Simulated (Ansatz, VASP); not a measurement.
## Two plane-wave programs on MgO

```
Mg O
1.0
     0.00000    2.15296    2.15296
     2.15296    0.00000    2.15296
     2.15296    2.15296    0.00000
Mg O
1 1
Direct
  0.00000 0.00000 0.00000
  0.50000 0.50000 0.50000
```

Alike in both runs: task single point; functional HSE06; k mesh 4 × 4 × 4; occupations fermi-dirac, width 0.05 eV; no spin polarisation.

```csv
,VASP,Ansatz
version,VASP 6.6.1,Ansatz 0.2.0 development build
potentials or method,"VASP PAW PBE potentials, release 64 (Mg, O)","plane waves, PAW datasets (generated soft set 1)"
plane-wave cutoff (eV),520,420
valence electrons in the cell,8,16
```

Ansatz gave:

```
gap on the k mesh at the Fermi level (eV) : 5.82
```

**Question.** Which values does VASP return?

**Answer.** gap on the k mesh at the Fermi level (eV): 5.77.

VASP's potentials hold 8 valence electrons a cell and Ansatz's 16, so a difference there can come from the potentials and not from the codes. Ansatz's warnings: stress exchange threshold loose, stress scf threshold loose.

The k mesh is coarse, so the values compare programs but aren't converged.
